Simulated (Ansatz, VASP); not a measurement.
**One calculation of Cu, two programs**

```
Cu
1.0
     0.00000    1.71713    1.85269
     1.71713    0.00000    1.85269
     1.71713    1.71713    0.00000
Cu
1
Direct
  0.00000 0.00000 0.00000
```

Change from the starting cell: strain -0.050 along x and y, +0.025 along z, atoms carried along.

Alike in both runs: task single point; functional PBEsol; k mesh 22 × 22 × 22; occupations gaussian, width 0.15 eV; no spin polarisation.

|  | VASP | Ansatz |
| --- | --- | --- |
| version | VASP 6.6.1 | Ansatz 0.2.0 |
| potentials or method | VASP PAW PBE potentials, release 64 (Cu), cutoff 520 eV | scalar-relativistic, plane waves, PAW |
| valence electrons in the cell | 11 | 19 |

Ansatz gave:

| Property | Result |
| --- | --- |
| gap on the k mesh at the Fermi level (eV) | none |
| pressure (GPa) | 6.7 |
| traceless stress, the component that is largest in VASP (GPa) | -4.79 |

Problem. Estimate VASP's values.

Solution. gap on the k mesh at the Fermi level (eV): none; pressure (GPa): 7.5; traceless stress, the component that is largest in VASP (GPa): -4.78.

VASP's potentials were made for PBE, not for PBEsol. A gap of «none» marks a metal or a gap that the smearing closes. The functional is the same, so the differences come from potentials, cutoffs and numerics. VASP's potentials hold 11 valence electrons a cell and Ansatz's 19, so a difference there can come from the potentials and not from the codes.
